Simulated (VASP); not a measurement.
Input of a VASP 6.6.1 run:

The input INCAR:

```
PREC     = Accurate       # precision mode
ENCUT    = 520            # plane-wave cutoff, eV
EDIFF    = 1E-6           # SCF threshold, eV
ISMEAR   = -1             # smearing method
SIGMA    = 0.05           # smearing width, eV
LREAL    = F              # projectors in reciprocal space
LASPH    = T              # aspherical terms in the spheres
NELM     = 60             # most SCF steps
ALGO     = Normal         # electronic algorithm
ISIF     = 2              # what is computed and relaxed
LWAVE    = F              # write WAVECAR
LCHARG   = T              # write CHGCAR
GGA      = PS             # functional
LELF     = T              # ELF
LVHAR    = T            
NBANDS   = 11             # bands
```

The input KPOINTS:

```
regular mesh
0
Gamma
  10 10 10
```

The input POSCAR:

```
BP
1.0
    0.0000000000      2.1870264278      2.1870264278
    2.1870264278      0.0000000000      2.1870264278
    2.1870264278      2.1870264278      0.0000000000
P B
1 1
Direct
    0.7500000000      0.7500000000      0.7500000000
    0.0000000000      0.0000000000      0.0000000000
```

Potentials or basis: VASP PAW PBE potentials, release 64 (P, B).

Command:

```console
$ cat potpaw_PBE.64/P/POTCAR potpaw_PBE.64/B/POTCAR > POTCAR
$ mpirun -np 1 vasp_std > vasp.out
```

**Question.** Predict the band gap on the k mesh.

**Answer.** 0.98 eV (least direct gap 3.55 eV).

**Question.** What does it give for the pressure?

**Answer.** 20.2 GPa.

Caveat: the cell stands under pressure; the PAW data sets were made with another functional, which shifts forces and pressure a little. Expect the measured gap to be larger: semilocal functionals such as PBEsol lack the derivative discontinuity.
